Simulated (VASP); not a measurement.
# Ti (P6_3/mmc) in VASP: notebook

Runs on Ti. Level: PBEsol. Tasks: single point, relaxation of cell and atoms.

Everything below comes from runs of VASP 6.6.1. Logs are shortened: lines on timing, memory, paths and dates and some standing lists are left out, and cuts for length are marked.

## (1) The cell of the first run

It takes space group P6_3/mmc (No. 194, hexagonal). The conventional cell has a = 2.936 Å, b = 2.936 Å, c = 4.641 Å, α = 90.00°, β = 90.00°, γ = 120.00°. Within 3.8 Å of Ti (site symmetry -6m2) lie 12 Ti at 2.87 to 2.94 Å.

## (2) Single point, PBEsol

File INCAR:

```
SYSTEM = Ti
PREC = Accurate
ENCUT = 500
EDIFF = 1E-6
ISMEAR = 0
SIGMA = 0.1
LREAL = .FALSE.
LASPH = .TRUE.
NELM = 120
ALGO = Normal
ISIF = 2
LWAVE = .FALSE.
LCHARG = .FALSE.
GGA = PS
NBANDS = 19
GGA_COMPAT = .FALSE.
```

File KPOINTS:

```
regular mesh
0
G
  9 9 4
  0 0 0
```

File POSCAR:

```
Ti
1.0
    2.9357319231      0.0000000000      0.0000000000
   -1.4678659615      2.5424184241      0.0000000000
    0.0000000000      0.0000000000      4.6408561500
Ti
2
Direct
    0.3333333300      0.6666666700      0.2500000000
    0.6666666700      0.3333333300      0.7500000000
```

Potentials or basis: VASP PAW PBE potentials, release 64 (Ti_sv).

Command:

```bash
$ cat potpaw_PBE.64/Ti_sv/POTCAR > POTCAR
$ mpirun -np 1 vasp_std > vasp.out
```

OUTCAR:

```text
SYSTEM = Ti
   PREC = Accurate
   ENCUT = 500
   EDIFF = 1E-6
   ISMEAR = 0
   LREAL = .FALSE.
   LASPH = .TRUE.
   NELM = 120
   ISIF = 2
   GGA = PS

 ion  position               nearest neighbor table
   1  0.333  0.667  0.250-   2 2.87   2 2.87   2 2.87   2 2.87   2 2.87   2 2.87
   2  0.667  0.333  0.750-   1 2.87   1 2.87   1 2.87   1 2.87   1 2.87   1 2.87

  LATTYP: Found a hexagonal cell.
 ALAT       =     2.9357319231
 C/A-ratio  =     1.5808174151

  Lattice vectors:

 A1 = (   2.9357319231,   0.0000000000,   0.0000000000)
 A2 = (  -1.4678659615,   2.5424184241,   0.0000000000)
 A3 = (   0.0000000000,   0.0000000000,   4.6408561500)

Analysis of symmetry for initial positions (statically):
=====================================================================
 Subroutine PRICEL returns:
 Original cell was already a primitive cell.

 Routine SETGRP: Setting up the symmetry group for a
 hexagonal supercell.

 Subroutine GETGRP returns: Found 24 space group operations
 (whereof 12 operations were pure point group operations)
 out of a pool of 24 trial point group operations.

The static configuration has the point symmetry D_3d.
 The point group associated with its full space group is D_6h.

Analysis of symmetry for dynamics (positions and initial velocities):
=====================================================================
 Subroutine PRICEL returns:
 Original cell was already a primitive cell.

 Routine SETGRP: Setting up the symmetry group for a
 hexagonal supercell.

 Subroutine GETGRP returns: Found 24 space group operations
 (whereof 12 operations were pure point group operations)
 out of a pool of 24 trial point group operations.

The dynamic configuration has the point symmetry D_3d.
 The point group associated with its full space group is D_6h.

 Subroutine INISYM returns: Found 24 space group operations
 (whereof 12 operations are pure point group operations),
 and found     1 'primitive' translations

----------------------------------------------------------------------------------------

                                     Primitive cell

  volume of cell :      34.6387

  direct lattice vectors                    reciprocal lattice vectors
     2.935731923  0.000000000  0.000000000     0.340630557  0.196663144  0.000000000
    -1.467865962  2.542418424  0.000000000     0.000000000  0.393326287  0.000000000
     0.000000000  0.000000000  4.640856150     0.000000000  0.000000000  0.215477483

  length of vectors
     2.935731923  2.935731923  4.640856150     0.393326287  0.393326287  0.215477483

  position of ions in fractional coordinates (direct lattice)
     0.333333330  0.666666670  0.250000000
     0.666666670  0.333333330  0.750000000

  ion indices of the primitive-cell ions
   primitive index   ion index
                 1           1
                 2           2

----------------------------------------------------------------------------------------

 KPOINTS: regular mesh

Automatic generation of k-mesh.
 Grid dimensions read from file:
 generate k-points for:    9    9    4

 Generating k-lattice:

  Cartesian coordinates                     Fractional coordinates (reciprocal lattice)
     0.037847840  0.021851460  0.000000000     0.111111111 -0.000000000  0.000000000
     0.000000000  0.043702921  0.000000000     0.000000000  0.111111111  0.000000000
     0.000000000  0.000000000  0.053869371     0.000000000  0.000000000  0.250000000

  Length of vectors
     0.043702921  0.043702921  0.053869371

  Shift w.r.t. Gamma in fractional coordinates (k-lattice)
     0.000000000  0.000000000  0.000000000

 Subroutine IBZKPT returns following result:
 ===========================================

 Found     36 irreducible k-points:

 Following reciprocal coordinates:
            Coordinates               Weight
  0.000000  0.000000  0.000000      1.000000
  0.111111  0.000000  0.000000      6.000000
  0.222222  0.000000  0.000000      6.000000
  0.333333  0.000000  0.000000      6.000000
  0.444444  0.000000  0.000000      6.000000
  0.111111  0.111111  0.000000      6.000000
[... 16 lines left out ...]
  0.333333  0.222222  0.250000     24.000000
  0.333333  0.333333  0.250000      4.000000
 [... further k-points ...]
   k-points           NKPTS =     36   k-points in BZ     NKDIM =     36   number of bands    NBANDS=     19
   number of dos      NEDOS =    301   number of ions     NIONS =      2
   total plane-waves  NPLWV =  20736
   dimension x,y,z NGX =    24 NGY =   24 NGZ =   36
   dimension x,y,z NGXF=    48 NGYF=   48 NGZF=   72
   ions per type =               2
   NGX,Y,Z   is equivalent  to a cutoff of  13.59, 13.59, 12.90 a.u.
   NGXF,Y,Z  is equivalent  to a cutoff of  27.18, 27.18, 25.79 a.u.
 SYSTEM =  Ti
   PREC   = accura    normal or accurate (medium, high low for compatibility)
   ISTART =      0    job   : 0-new  1-cont  2-samecut
   ICHARG =      2    charge: 1-file 2-atom 10-const
   ISPIN  =      1    spin polarized calculation?
   LNONCOLLINEAR =      F non collinear calculations
   LSORBIT =      F    spin-orbit coupling
   LASPH  =      T    aspherical Exc in radial PAW
   ENCUT  =  500.0 eV  36.75 Ry    6.06 a.u.   5.35  5.35  8.46*2*pi/ulx,y,z
   NELM   =    120;   NELMIN=  2; NELMDL= -5     # of ELM steps
   EDIFF  = 0.1E-05   stopping-criterion for ELM
   LREAL  =      F    real-space projection
   EDIFFG = 0.1E-04   stopping-criterion for IOM
   NSW    =      0    number of steps for IOM
   IBRION =     -1    ionic relax: 0-MD 1-quasi-New 2-CG
   NFREE  =      0    steps in history (QN), initial steepest desc. (CG)
   ISIF   =      2    stress and relaxation
   ISYM   =      2    0-nonsym 1-usesym 2-fastsym
   POTIM  = 0.5000    time-step for ionic-motion
   TEBEG  =    0.0;   TEEND  =   0.0 temperature during run
   PSTRESS=    0.0 pullay stress
   NELECT =      24.0000    total number of electrons
   NUPDOWN=      -1.0000    fix difference up-down
   EMIN   =  10.00;   EMAX   =-10.00  energy-range for DOS
   EFERMI =   0.00;   METHOD = LEGACY
   ISMEAR =     0;   SIGMA  =   0.10  broadening in eV -4-tet -1-fermi 0-gaus
   EFERMI_NEDOS =   21; number of points for ismear=-14 and -15
   IALGO  =     38    algorithm
   IMIX   =      4    mixing-type and parameters
     AMIX     =   0.40;   BMIX     =  1.00
     AMIX_MAG =   1.60;   BMIX_MAG =  1.00
  volume/ion in A,a.u.               =      17.32       116.88
  Fermi-wavevector in a.u.,A,eV,Ry     =   1.448632  2.737517 28.552297  2.098535
  Thomas-Fermi vector in A             =   2.566451
   LORBIT       =      0    0 simple, 1 ext, 2 COOP (PROOUT), +10 PAW based schemes
   GGA     = PS    functional components
   LHFCALC =     F    Hartree Fock is set to
   AEXX    =    0.0000 exact exchange contribution
   IVDW    =     0    specifies the selected vdW correction
   LEPSILON=     F    determine dielectric tensor
   LRPA    =     F    only Hartree local field effects (RPA)
 non-spin polarized calculation
 Gauss-broadening in eV      SIGMA  =   0.10
  energy-cutoff  :      500.00
  volume of cell :       34.64
 maximum number of plane-waves:       911
 NGX is ok and might be reduce to    24
   NGX = 11   NGY = 11   NGZ = 17

 number of electron      24.0000002 magnetization

 Free energy of the ion-electron system (eV)
  ---------------------------------------------------
  ext. energy  EPLUGINS =         0.00000000
  ---------------------------------------------------
  free energy    TOTEN  =       -16.67675932 eV

  energy without entropy =      -16.66854659  energy(sigma->0) =      -16.67265295

 E-fermi :   8.2095     XC(G=0): -11.6486

 val. band max:        8.1540146825   @ k =   0.1111   0.1111   0.2500
 cond. band min:       8.2174987578   @ k =   0.2222   0.2222   0.5000
 fundamental gap:      0.0634840753
 Fermi energy:         8.2095472184

 k-point     1 :       0.0000    0.0000    0.0000
  band No.  band energies     occupation
      1     -48.3856      2.00000
      2     -48.2435      2.00000
      3     -25.0835      2.00000
      4     -24.4254      2.00000
      5     -24.4254      2.00000
      6     -24.3551      2.00000
[... 11 lines left out ...]
     18       9.8504      0.00000
     19      11.4063      0.00000

 k-point     2 :       0.1111    0.0000    0.0000
  band No.  band energies     occupation
      1     -48.3734      2.00000
      2     -48.2388      2.00000
      3     -25.0560      2.00000
      4     -24.4807      2.00000
      5     -24.4438      2.00000
      6     -24.3786      2.00000
[... 11 lines left out ...]
     18       9.7321      0.00000
     19      11.5019      0.00000

 k-point     3 :       0.2222    0.0000    0.0000
  band No.  band energies     occupation
      1     -48.3410      2.00000
      2     -48.2280      2.00000
      3     -24.9806      2.00000
      4     -24.6223      2.00000
      5     -24.5189      2.00000
      6     -24.4882      2.00000
[... 11 lines left out ...]
     18      10.3187      0.00000
     19      11.6653      0.00000

 k-point     4 :       0.3333    0.0000    0.0000
  band No.  band energies     occupation
      1     -48.3008      2.00000
      2     -48.2190      2.00000
      3     -24.8775      2.00000
      4     -24.7853      2.00000
      5     -24.6709      2.00000
      6     -24.5363      2.00000
[... 407 lines left out ...]
     18      11.6451      0.00000
     19      12.2272      0.00000

 k-point    23 :       0.3333    0.2222    0.2500
  band No.  band energies     occupation
      1     -48.2480      2.00000
      2     -48.2253      2.00000
      3     -24.8942      2.00000
      4     -24.8344      2.00000
      5     -24.7032      2.00000
      6     -24.5879      2.00000
[... 11 lines left out ...]
     18      11.7547      0.00000
     19      13.2609      0.00000

 k-point    24 :       0.3333    0.3333    0.2500
  band No.  band energies     occupation
      1     -48.2323      2.00000
      2     -48.2323      2.00000
      3     -24.8290      2.00000
      4     -24.8290      2.00000
      5     -24.7827      2.00000
      6     -24.6153      2.00000
[... 11 lines left out ...]
     18      11.3875      0.00000
     19      14.7749      0.00000

 [... further k-points ...]

------------------------ aborting loop because EDIFF is reached ----------------------------------------

  FORCE on cell =-STRESS in cart. coord.  units (eV):
  Direction    XX          YY          ZZ          XY          YZ          ZX
  --------------------------------------------------------------------------------------
  -------------------------------------------------------------------------------------
  Total       -0.8670664     -0.8670664     -1.0467931     -0.0000000      0.0000000      0.0000000
  in kB      -40.1052680    -40.1052680    -48.4183428     -0.0000000      0.0000000      0.0000000
  external PRESSURE =     -42.8762929 kB  Pullay stress =       0.0000000 kB

 VOLUME and BASIS-vectors are now :
 -----------------------------------------------------------------------------
  energy-cutoff  :      500.00
  volume of cell :       34.64
      direct lattice vectors                 reciprocal lattice vectors
     2.935731923  0.000000000  0.000000000     0.340630557  0.196663144  0.000000000
    -1.467865962  2.542418424  0.000000000     0.000000000  0.393326287  0.000000000
     0.000000000  0.000000000  4.640856150     0.000000000  0.000000000  0.215477483

 POSITION                                       TOTAL-FORCE (eV/Angst)
 -----------------------------------------------------------------------------------
     -0.00000      1.69495      1.16021         0.000000     -0.000000      0.000000
      1.46787      0.84747      3.48064        -0.000000      0.000000      0.000000
 -----------------------------------------------------------------------------------
    total drift:                               -0.000009      0.000005     -0.000000

  FREE ENERGIE OF THE ION-ELECTRON SYSTEM (eV)
  ---------------------------------------------------
  free  energy   TOTEN  =       -16.6767593217 eV

  energy  without entropy=      -16.6685465883  energy(sigma->0) =      -16.67265295
```

Run time: 8.5 s. Hardware: 1 thread of Intel Xeon 6975P-C (Granite Rapids), shared host; peak memory 0.16 GiB.

Results:

```yaml
Free_energy: -16.6768 eV
Pressure: -4.3 GPa
Band_gap_on_the_k_mesh: zero (bands 12 and 13 overlap by 0.98 eV)
```

Stress tensor (GPa, compression positive):
```
-4.01  0.00  0.00
 0.00 -4.01  0.00
 0.00  0.00 -4.84
```

Caveat: the cell stands under tension; the PAW data sets were made with another functional, which shifts forces and pressure a little.

(Part 1 of 2 ends here.)
